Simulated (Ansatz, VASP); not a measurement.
## One calculation of CsI, two programs

```
Cs I
1.0
     4.56670   -0.02283   -0.02283
    -0.02283    4.56670   -0.02283
    -0.02283   -0.02283    4.56670
Cs I
1 1
Direct
  0.00000 0.00000 0.00000
  0.50000 0.50000 0.50000
```

Change from the starting cell: equal xy, yz and zx shear strains of -1 %.

Alike in both runs: task single point; functional LDA; k mesh 7 × 7 × 7; occupations fermi-dirac, width 0.01 eV; no spin polarisation.

|  | VASP | Ansatz |
| --- | --- | --- |
| version | VASP 6.6.1 | Ansatz 0.2.0 |
| potentials or method | VASP PAW LDA potentials, release 64 (Cs_sv, I), cutoff 500 eV | all-electron LAPW, scalar-relativistic |

Ansatz gave:

| Item | Value |
| --- | --- |
| gap on the k mesh at the Fermi level (eV) | 3.55 |
| pressure (GPa) | -1.4 |
| traceless stress, the component that is largest in VASP (GPa) | 0.05 |

Problem. What did VASP give for the same quantities?

Solution. gap on the k mesh at the Fermi level (eV): 3.56; pressure (GPa): -1.4; traceless stress, the component that is largest in VASP (GPa): 0.05.

LDA's correlation is that of Perdew and Zunger in VASP and of Perdew and Wang (1992) in Ansatz. Ansatz ran all-electron here, and VASP with PAW potentials.

Spin-orbit coupling is off throughout.
